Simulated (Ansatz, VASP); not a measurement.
## One calculation of Sb, two programs

Contents of INCAR:

```
  PREC = Accurate
  ENCUT = 520
  EDIFF = 1E-7
  ISMEAR = -1
  SIGMA = 0.1
  LREAL = F
  LASPH = T
  NELM = 100
  ALGO = Normal
  ISIF = 2
  LWAVE = F
  LCHARG = T
  GGA = RP
  LELF = T
  LVHAR = T
  NBANDS = 8
```

KPOINTS

```
regular mesh
0
Gamma
  11 11 11
```

The input POSCAR:

```
Sb
1.0
    3.1298764661      0.0000000000      0.0000000000
    0.0000000000      3.1298764661      0.0000000000
    0.0000000000      0.0000000000      3.1298764661
Sb
1
Direct
    0.0000000000      0.0000000000      0.0000000000
```

Input for Ansatz:

```yaml
crystal:
  lattice:
    - [3.1298764661, 0.0, 0.0]
    - [0.0, 3.1298764661, 0.0]
    - [0.0, 0.0, 3.1298764661]
  atoms:
    - { symbol: Sb, position: [0.0, 0.0, 0.0] }
hamiltonian:
  xc: rpbe
  pseudopotentials:
    kind: paw
    azcp:
      Sb: "pseudopotentials/Sb.paw.azcp"
basis:
  ecutwfc: 420
  fft_grid_basis: typed
kpoints:
  mp_grid: { grid: [11, 11, 11], shift: [0, 0, 0] }
magnetization:
  spin_polarized: false
scf:
  occupations: { method: fermi_dirac, width: 0.1 }
  lower_state_search: "off"
output:
  stress: true
```

Alike in both runs: task single point; functional RPBE; k mesh 11 × 11 × 11; occupations fermi-dirac, width 0.1 eV; no spin polarisation.

|  | VASP | Ansatz |
| --- | --- | --- |
| version | VASP 6.6.1 | Ansatz 0.2.0 |
| potentials or method | VASP PAW PBE potentials, release 64 (Sb), cutoff 520 eV | plane waves (420 eV) with PAW, scalar-relativistic |
| valence electrons in the cell | 5 | 15 |

Ansatz gave:

| Item | Value |
| --- | --- |
| pressure (GPa) | 0.6 |

Q: Which values does VASP return?

A: Pressure (GPa): 0.5.

VASP's potentials were made for PBE, not for RPBE. The functional is the same, so the differences come from potentials, cutoffs and numerics. VASP's potentials hold 5 valence electrons a cell and Ansatz's 15, so a difference there can come from the potentials and not from the codes.

Spin-orbit coupling is off throughout.
